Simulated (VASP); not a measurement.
Crystal: Ge3Pd.

```
Pd Ge
1.0
     4.14202    0.00000    0.00000
     0.00000    4.14202    0.00000
     0.00000    0.00000    4.14202
Pd Ge
1 3
Direct
  0.00000 0.00000 0.00000
  0.50000 0.50000 0.00000
  0.50000 0.00000 0.50000
  0.00000 0.50000 0.50000
```

Base run:

| Quantity | Value |
| --- | --- |
| Program | VASP 6.6.1 |
| Functional | PBEsol |
| Potentials or basis | VASP PAW PBE potentials, release 64 (Pd, Ge_d) |
| Cutoff | 520 eV |
| k mesh | 7 × 7 × 7 |
| Occupations | fermi-dirac, width 0.05 eV |
| Spin | no spin polarisation |

Its results: band gap on the k mesh zero (band 26 reaches 7.51 eV, above the bottom of band 27 at 5.98 eV); pressure -4.7 GPa.

Task: After a change of settings the same cell gave: band gap on the k mesh zero (band 26 reaches 7.33 eV, above the bottom of band 27 at 5.14 eV); pressure -6.5 GPa. Which change was it?
A. occupations from fermi-dirac, width 0.05 eV to methfessel-paxton, width 0.1 eV; further incar settings from ALGO = Normal; EDIFF = 1e-07; NBANDS = 34 to ALGO = Normal; EDIFF = 1e-06; NBANDS = 34
B. functional from PBEsol to r2SCAN
C. hubbard terms from none to Pd d U = 5.0 eV
D. k mesh from 7 × 7 × 7 to 4 × 4 × 4; occupations from fermi-dirac, width 0.05 eV to fermi-dirac, width 0.03 eV

Result: C.

Caveats: the PAW data sets were made with another functional, which shifts forces and pressure a little; U without spin polarisation on a metal has little footing (some runs); the U is typed as a test and isn't derived for this compound (some runs).
